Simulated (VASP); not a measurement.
LiMg3, 4 atoms in the cell. The structure is cubic, space group Fm-3m (No. 225). Conventional cell: a = 6.967 Å, b = 6.967 Å, c = 6.967 Å, α = 90.00°, β = 90.00°, γ = 90.00°. Within 4.0 Å of Li (site symmetry m-3m) lie 14 Mg at 3.02 to 3.48 Å. Within 4.0 Å of Mg (site symmetry m-3m) lie 8 Mg at 3.02 Å and 6 Li at 3.48 Å. Mg (site symmetry -43m) has 4 Li at 3.02 Å and 10 Mg at 3.02 to 3.48 Å within 4.0 Å. 

| Item | Value |
| --- | --- |
| Program | VASP 6.6.1 |
| Task | relaxation of volume and atoms at fixed shape |
| Functional | LDA |
| Potentials or basis | VASP PAW LDA potentials, release 64 (Li_sv, Mg) |
| Cutoff | 600 eV |
| k mesh | 5 × 5 × 5 |
| Occupations | fermi-dirac, width 0.1 eV |
| Spin | no spin polarisation |
| Dipole correction | no |
| Further INCAR settings | ALGO = Normal; EDIFF = 1e-06; IBRION = 2; EDIFFG = -0.01; NSW = 50; ISIF = 8 |

Potentials or basis: VASP PAW LDA potentials, release 64 (Li_sv, Mg).

Command:

```console
$ cat potpaw_LDA.64/Li_sv/POTCAR potpaw_LDA.64/Mg/POTCAR > POTCAR
$ mpirun -np 1 vasp_std > vasp.out
```

Hardware: 1 thread of Intel(R) Xeon(R) 6975P-C (Granite Rapids), on a shared host.

How long does it take, and how much memory?

Wall time 10 s on 1 thread of Intel(R) Xeon(R) 6975P-C (Granite Rapids), on a shared host, peak memory 0.19 GiB. Counts: scf iterations 24, k points 10, ion steps 3.
